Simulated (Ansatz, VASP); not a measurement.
## One calculation of BP, two programs

```
CELL_PARAMETERS angstrom
0.00000 2.13513 2.13513
2.13513 0.00000 2.13513
2.13513 2.13513 0.00000
ATOMIC_POSITIONS crystal
B 0.00000 0.00000 0.00000
P 0.50000 0.50000 0.50000
```

Alike in both runs: task single point; functional LDA; k mesh 8 × 8 × 8; occupations gaussian, width 0.05 eV; no spin polarisation.

|  | VASP | Ansatz |
| --- | --- | --- |
| version | VASP 6.6.1 | Ansatz 0.2.0 |
| potentials or method | VASP PAW LDA potentials, release 64 (B, P), cutoff 500 eV | scalar-relativistic, plane waves, PAW |
| valence electrons in the cell | 8 | 8 |

```csv
,VASP,Ansatz,Ansatz less VASP
gap on the k mesh at the Fermi level (eV),none,none,-
pressure (GPa),-2.1,-2.1,+0.02
```

LDA's correlation is that of Perdew and Zunger in VASP and of Perdew and Wang (1992) in Ansatz. A gap of «none» marks a metal or a gap that the smearing closes.
